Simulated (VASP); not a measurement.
A run of VASP 6.6.1 is set up as follows.

File INCAR:

```
SYSTEM = Si
PREC     = Accurate       ! precision mode
ENCUT    = 520            ! plane-wave cutoff, eV
EDIFF    = 1E-6           ! SCF threshold, eV
ISMEAR   = 0              ! smearing method
SIGMA    = 0.05           ! smearing width, eV
LREAL    = .FALSE.        ! projectors in reciprocal space
LASPH    = .TRUE.         ! aspherical terms in the spheres
NELM     = 80             ! most SCF steps
ALGO     = Normal         ! electronic algorithm
ISIF     = 2              ! what is computed and relaxed
LWAVE    = .FALSE.        ! write WAVECAR
LCHARG   = .TRUE.         ! write CHGCAR
GGA      = PE             ! functional
LELF     = .TRUE.         ! ELF
LVHAR    = .TRUE.       
NBANDS   = 16             ! bands
```

File KPOINTS:

```
regular mesh
0
G
  12 12 6
  0 0 0
```

Contents of POSCAR:

```
Si
1.0
    3.9184761432      0.0000000000      0.0000000000
   -1.9592380716      3.2767701584      0.0000000000
    0.0000000000      0.0000000000      6.3646810974
Si
4
Direct
    0.3333333333      0.6666666667      0.0629320729
    0.6666666667      0.3333333333      0.5629320729
    0.3333333333      0.6666666667      0.4370679271
    0.6666666667      0.3333333333      0.9370679271
```

Potentials or basis: VASP PAW PBE potentials, release 64 (Si).

Command:

```bash
$ cat potpaw_PBE.64/Si/POTCAR > POTCAR
$ mpirun -np 1 vasp_std > vasp.out
```

(1) Estimate the pressure.

(2) Estimate the band gap on the k mesh.

(3) What does it give for the largest force?

Results:

(1) 0.0 GPa.

(2) 0.17 eV (least direct gap 0.88 eV).

(3) 0.281 eV/Å.

Caveat: the cell differs from its parent crystal (engineering shear strain xy +0.0000, strain +e along x and -e along y +0.0175); the stress differs along the axes, from -3 to 3 GPa; semilocal functionals underestimate gaps, and a narrow one can read as zero.
